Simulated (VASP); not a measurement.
# Cu (P6_3/mmc) in VASP: a series of runs

Cu is run at these levels: PBE; tasks: single point.

All numbers are computed with VASP 6.6.1; they aren't measurements. Logs are shortened: lines on timing, memory, paths and dates and some standing lists are left out, and cuts for length are marked.

## 1. The cell of the first run

It takes space group P6_3/mmc (No. 194, hexagonal). Conventional cell: a = 2.035 Å, b = 2.035 Å, c = 3.337 Å, α = 90.00°, β = 90.00°, γ = 120.00°. Within 2.7 Å of Cu (site symmetry -6m2) lie 12 Cu at 2.03 to 2.04 Å.

This isn't the form of Cu at room conditions, which is fcc.

## 2. Single point, PBE (5.98 Å³/atom)

File INCAR:

```
PREC = Accurate
ENCUT = 520
EDIFF = 1E-7
ISMEAR = -1
SIGMA = 0.05
LREAL = False
LASPH = True
NELM = 100
ALGO = Normal
ISIF = 2
LWAVE = False
LCHARG = False
GGA = PE
NBANDS = 18
```

File KPOINTS:

```
Automatic mesh
0
Gamma
  19 19 10
```

File POSCAR:

```
Cu
1.0
    2.0348285986      0.0000000000      0.0000000000
   -1.0174142993      1.7622132587      0.0000000000
    0.0000000000      0.0000000000      3.3370528185
Cu
2
Direct
    0.3333333333      0.6666666667      0.2500000000
    0.6666666667      0.3333333333      0.7500000000
```

Potentials or basis: VASP PAW PBE potentials, release 64 (Cu).

The run is started by

```sh
$ cat potpaw_PBE.64/Cu/POTCAR > POTCAR
$ mpirun -np 1 vasp_std > vasp.out
```

OUTCAR:

```text
PREC = Accurate
   ENCUT = 520
   EDIFF = 1E-7
   ISMEAR = -1
   LREAL = False
   LASPH = True
   NELM = 100
   ISIF = 2
   GGA = PE

 ion  position               nearest neighbor table
   1  0.333  0.667  0.250-   2 2.04   2 2.04   2 2.04   2 2.04   2 2.04   2 2.04
   2  0.667  0.333  0.750-   1 2.04   1 2.04   1 2.04   1 2.04   1 2.04   1 2.04

  LATTYP: Found a hexagonal cell.
 ALAT       =     2.0348285986
 C/A-ratio  =     1.6399675239

  Lattice vectors:

 A1 = (   2.0348285986,   0.0000000000,   0.0000000000)
 A2 = (  -1.0174142993,   1.7622132587,   0.0000000000)
 A3 = (   0.0000000000,   0.0000000000,   3.3370528185)

Analysis of symmetry for initial positions (statically):
=====================================================================
 Subroutine PRICEL returns:
 Original cell was already a primitive cell.

 Routine SETGRP: Setting up the symmetry group for a
 hexagonal supercell.

 Subroutine GETGRP returns: Found 24 space group operations
 (whereof 12 operations were pure point group operations)
 out of a pool of 24 trial point group operations.

The static configuration has the point symmetry D_3d.
 The point group associated with its full space group is D_6h.

Analysis of symmetry for dynamics (positions and initial velocities):
=====================================================================
 Subroutine PRICEL returns:
 Original cell was already a primitive cell.

 Routine SETGRP: Setting up the symmetry group for a
 hexagonal supercell.

 Subroutine GETGRP returns: Found 24 space group operations
 (whereof 12 operations were pure point group operations)
 out of a pool of 24 trial point group operations.

The dynamic configuration has the point symmetry D_3d.
 The point group associated with its full space group is D_6h.

 Subroutine INISYM returns: Found 24 space group operations
 (whereof 12 operations are pure point group operations),
 and found     1 'primitive' translations

----------------------------------------------------------------------------------------

                                     Primitive cell

  volume of cell :      11.9660

  direct lattice vectors                    reciprocal lattice vectors
     2.034828599  0.000000000  0.000000000     0.491441884  0.283734104  0.000000000
[... 82 lines left out ...]
   LSORBIT =      F    spin-orbit coupling
   LASPH  =      T    aspherical Exc in radial PAW
   ENCUT  =  520.0 eV  38.22 Ry    6.18 a.u.   3.78  3.78  6.20*2*pi/ulx,y,z
   NELM   =    100;   NELMIN=  2; NELMDL= -5     # of ELM steps
   EDIFF  = 0.1E-06   stopping-criterion for ELM
   LREAL  =      F    real-space projection
   EDIFFG = 0.1E-05   stopping-criterion for IOM
   NSW    =      0    number of steps for IOM
   IBRION =     -1    ionic relax: 0-MD 1-quasi-New 2-CG
   NFREE  =      0    steps in history (QN), initial steepest desc. (CG)
   ISIF   =      2    stress and relaxation
   ISYM   =      2    0-nonsym 1-usesym 2-fastsym
   POTIM  = 0.5000    time-step for ionic-motion
   TEBEG  =    0.0;   TEEND  =   0.0 temperature during run
   PSTRESS=    0.0 pullay stress
   NELECT =      22.0000    total number of electrons
   NUPDOWN=      -1.0000    fix difference up-down
   EMIN   =  10.00;   EMAX   =-10.00  energy-range for DOS
   EFERMI =   0.00;   METHOD = LEGACY
   ISMEAR =    -1;   SIGMA  =   0.05  broadening in eV -4-tet -1-fermi 0-gaus
   EFERMI_NEDOS =   21; number of points for ismear=-14 and -15
   IALGO  =     38    algorithm
   IMIX   =      4    mixing-type and parameters
     AMIX     =   0.40;   BMIX     =  1.00
     AMIX_MAG =   1.60;   BMIX_MAG =  1.00
  volume/ion in A,a.u.               =       5.98        40.38
  Fermi-wavevector in a.u.,A,eV,Ry     =   2.005546  3.789932 54.725547  4.022214
  Thomas-Fermi vector in A             =   3.019744
   LORBIT       =      0    0 simple, 1 ext, 2 COOP (PROOUT), +10 PAW based schemes
   GGA     = PE    functional components
   LHFCALC =     F    Hartree Fock is set to
   AEXX    =    0.0000 exact exchange contribution
   IVDW    =     0    specifies the selected vdW correction
   LEPSILON=     F    determine dielectric tensor
   LRPA    =     F    only Hartree local field effects (RPA)
 non-spin polarized calculation
  energy-cutoff  :      520.00
  volume of cell :       11.97
 maximum number of plane-waves:       338
 NGX is ok and might be reduce to    16
   NGX =  7   NGY =  7   NGZ = 13

 number of electron      21.9999977 magnetization

 Free energy of the ion-electron system (eV)
  ---------------------------------------------------
  ext. energy  EPLUGINS =         0.00000000
  ---------------------------------------------------
  free energy    TOTEN  =         2.88687374 eV

  energy without entropy =        2.88963626  energy(sigma->0) =        2.88825500

 E-fermi :  20.4229     XC(G=0): -17.2225

 val. band max:       20.4165105652   @ k =   0.1053   0.0526   0.1000
 cond. band min:      20.4375568740   @ k =   0.4211   0.1053   0.3000
 fundamental gap:      0.0210463088
 Fermi energy:        20.4229126371

 k-point     1 :       0.0000    0.0000    0.0000
  band No.  band energies     occupation
      1       4.1155      2.00000
      2       8.9911      2.00000
      3      13.4744      2.00000
      4      13.6389      2.00000
      5      13.6389      2.00000
      6      14.2627      2.00000
[... 481 lines left out ...]
      5      13.3201      2.00000
      6      14.0318      2.00000
[... 10 lines left out ...]
     17      43.9305      0.00000
     18      46.4859      0.00000

 [... further k-points ...]

------------------------ aborting loop because EDIFF is reached ----------------------------------------

  FORCE on cell =-STRESS in cart. coord.  units (eV):
  Direction    XX          YY          ZZ          XY          YZ          ZX
  --------------------------------------------------------------------------------------
  -------------------------------------------------------------------------------------
  Total       40.5021143     40.5021143     40.5011501     -0.0000000      0.0000000      0.0000000
  in kB     5422.9912004   5422.9912002   5422.8620990     -0.0000000      0.0000000      0.0000000
  external PRESSURE =    5422.9481665 kB  Pullay stress =       0.0000000 kB

 VOLUME and BASIS-vectors are now :
 -----------------------------------------------------------------------------
  energy-cutoff  :      520.00
  volume of cell :       11.97
      direct lattice vectors                 reciprocal lattice vectors
     2.034828599  0.000000000  0.000000000     0.491441884  0.283734104  0.000000000
    -1.017414299  1.762213259  0.000000000     0.000000000  0.567468208  0.000000000
     0.000000000  0.000000000  3.337052819     0.000000000  0.000000000  0.299665619

 POSITION                                       TOTAL-FORCE (eV/Angst)
 -----------------------------------------------------------------------------------
     -0.00000      1.17481      0.83426         0.000000      0.000000      0.000000
      1.01741      0.58740      2.50279        -0.000000     -0.000000      0.000000
 -----------------------------------------------------------------------------------
    total drift:                                0.000000     -0.000000     -0.000000

  FREE ENERGIE OF THE ION-ELECTRON SYSTEM (eV)
  ---------------------------------------------------
  free  energy   TOTEN  =         2.8868737442 eV

  energy  without entropy=        2.8896362567  energy(sigma->0) =        2.88825500
```

stdout:

```text
POSCAR found type information on POSCAR Cu
 POSCAR found :  1 types and       2 ions
 scaLAPACK will be used
 LDA part: xc-table for (Slater+PW92), standard interpolation
 POSCAR, INCAR and KPOINTS ok, starting setup
 FFT: planning ... GRIDC
 FFT: planning ... GRID_SOFT
 FFT: planning ... GRID
 WAVECAR not read
 entering main loop
```

It took 66 s on 1 thread of Intel Xeon 8259CL, shared host; peak memory 0.16 GiB.

Results:

```
Free energy            : 2.8869 eV
Pressure               : 542.3 GPa
Band gap on the k mesh : zero (bands 11 and 12 overlap by 9.77 eV)
```

Levels at points of the mesh, in eV from the Fermi level:
```tsv
k point	band 7	band 8	band 9	band 10	band 11	band 12	band 13	band 14	band 15	band 16
(0.00, 0.00, 0.00)	-6.16	-5.32	-5.32	-3.82	-3.27	-3.27	8.41	25.58	29.87	30.43
(0.00, 0.00, 0.50)	-6.87	-6.87	-3.85	-3.85	-3.85	-3.85	18.89	18.89	26.89	26.89
```

Caveat: the cell stands under pressure.

## 3. Single point, PBE

This run uses another cell than the first one, of 7.18 Å³/atom.

File INCAR:

```
PREC     = Accurate       # precision mode
ENCUT    = 520            # plane-wave cutoff, eV
EDIFF    = 1E-7           # SCF threshold, eV
ISMEAR   = -1             # smearing method
SIGMA    = 0.05           # smearing width, eV
LREAL    = F              # projectors in reciprocal space
LASPH    = T              # aspherical terms in the spheres
NELM     = 80             # most SCF steps
ALGO     = Normal         # electronic algorithm
ISIF     = 2              # what is computed and relaxed
LWAVE    = F              # write WAVECAR
LCHARG   = T              # write CHGCAR
GGA      = PE             # functional
LELF     = T              # ELF
LVHAR    = T            
NBANDS   = 18             # bands
```

File KPOINTS:

```
regular mesh
0
Gamma
  19 19 10
```

File POSCAR:

```
Cu
1.0
    2.1618046124      0.0000000000      0.0000000000
   -1.0809023062      1.8721777124      0.0000000000
    0.0000000000      0.0000000000      3.5478652287
Cu
2
Direct
    0.3333333333      0.6666666667      0.2500000000
    0.6666666667      0.3333333333      0.7500000000
```

Potentials or basis: VASP PAW PBE potentials, release 64 (Cu).

The run is started by

```sh
$ cat potpaw_PBE.64/Cu/POTCAR > POTCAR
$ mpirun -np 1 vasp_std > vasp.out
```

Run time: 72 s. Hardware: 1 thread of Intel Xeon 8259CL, shared host; peak memory 0.16 GiB.

Results (log left out):

```yaml
Free_energy: -2.7907 eV
Pressure: 255.8 GPa
Band_gap_on_the_k_mesh: zero (bands 11 and 12 overlap by 8.28 eV)
```

Levels at points of the mesh, in eV from the Fermi level:
```tsv
k point	band 9	band 10	band 11	band 12	band 13	band 14
(0.00, 0.00, 0.00)	-4.23	-2.96	-2.68	-2.68	6.81	24.87
(0.00, 0.00, 0.50)	-3.13	-3.13	-3.13	-3.13	16.97	16.97
```

Caveat: the cell stands under pressure.

## 4. Single point, PBE (7.18 Å³/atom)

This run uses another cell than the first one, of 7.18 Å³/atom.

File INCAR:

```
SYSTEM = Cu
PREC = Accurate ; ENCUT = 520
EDIFF = 1E-6 ; ISMEAR = -1
SIGMA = 0.05 ; LREAL = .FALSE.
LASPH = .TRUE. ; NELM = 100
ALGO = Normal ; ISIF = 2
LWAVE = .FALSE. ; LCHARG = .TRUE.
GGA = PE ; LELF = .TRUE.
LVHAR = .TRUE. ; NBANDS = 18
```

File KPOINTS:

```
Automatic mesh
0
G
  19 19 10
  0 0 0
```

POSCAR is that of step 3.

The run is started by

```sh
$ cat potpaw_PBE.64/Cu/POTCAR > POTCAR
$ mpirun -np 1 vasp_std > vasp.out
```

It took 65 s on 1 thread of Intel Xeon 8259CL, shared host; peak memory 0.16 GiB.

It converged, with:

- Free energy: -2.7907 eV
- Pressure: 255.9 GPa
- Band gap on the k mesh: zero (bands 11 and 12 overlap by 8.28 eV)

Levels at points of the mesh, in eV from the Fermi level:
```csv
k point,band 8,band 9,band 10,band 11,band 12,band 13,band 14,band 15
"(0.00, 0.00, 0.00)",-4.23,-4.23,-2.96,-2.68,-2.68,6.81,24.87,28.68
"(0.00, 0.00, 0.50)",-5.40,-3.13,-3.13,-3.13,-3.13,16.97,16.97,25.90
```

Caveat: the cell stands under pressure.

## 5. Single point, PBE

This run uses another cell than the first one, of 7.18 Å³/atom.

File INCAR:

```
SYSTEM = Cu
  ALGO = Normal
  EDIFF = 1E-6
  ENCUT = 520
  GGA = PE
  ISIF = 2
  ISMEAR = -4
  LASPH = .TRUE.
  LCHARG = .FALSE.
  LREAL = .FALSE.
  LWAVE = .FALSE.
  NBANDS = 18
  NELM = 60
  PREC = Accurate
  SIGMA = 0.1
```

File KPOINTS:

```
k-points
0
G
  19 19 10
  0 0 0
```

POSCAR is that of step 4.

The run is started by

```sh
$ cat potpaw_PBE.64/Cu/POTCAR > POTCAR
$ mpirun -np 1 vasp_std > vasp.out
```

It took 78 s on 1 thread of Intel Xeon 8259CL, shared host; peak memory 0.17 GiB.

It converged, with:

| Property | Result |
| --- | --- |
| Free energy | -2.7219 eV |
| Pressure | 256.4 GPa |
| Band gap on the k mesh | zero (bands 11 and 12 overlap by 8.28 eV) |

Stress tensor (GPa, compression positive):
```
256.88   0.00   0.00
  0.00 256.88   0.00
  0.00   0.00 255.53
```

Levels at points of the mesh, in eV from the Fermi level:
| k point | band 8 | band 9 | band 10 | band 11 | band 12 | band 13 | band 14 | band 15 |
| --- | --- | --- | --- | --- | --- | --- | --- | --- |
| (0.00, 0.00, 0.00) | -4.21 | -4.21 | -2.93 | -2.65 | -2.65 | 6.83 | 24.90 | 28.71 |
| (0.00, 0.00, 0.50) | -5.38 | -3.11 | -3.11 | -3.11 | -3.11 | 17.00 | 17.00 | 25.93 |

Caveat: the cell stands under pressure.

## 6. Summary

```csv
cell,smearing,gap on the mesh (eV),pressure (GPa)
"a = 2.035, b = 2.035, c = 3.337 Å, angles 90.0, 90.0, 120.0°, 2 atoms",fermi-dirac 0.05 eV,none,542.3
"a = 2.162, b = 2.162, c = 3.548 Å, angles 90.0, 90.0, 120.0°, 2 atoms",fermi-dirac 0.05 eV,none,255.9
"a = 2.162, b = 2.162, c = 3.548 Å, angles 90.0, 90.0, 120.0°, 2 atoms",tetrahedron,none,256.4
```

Alike in all rows: task single point; level PBE; potentials or basis VASP PAW PBE potentials, release 64 (Cu); no spin polarisation; k mesh 19 × 19 × 10; cutoff (eV) 520.

Caveats: the cell stands under pressure.

Total energies depend on the potentials used, so only differences within one code and one set of settings carry meaning.
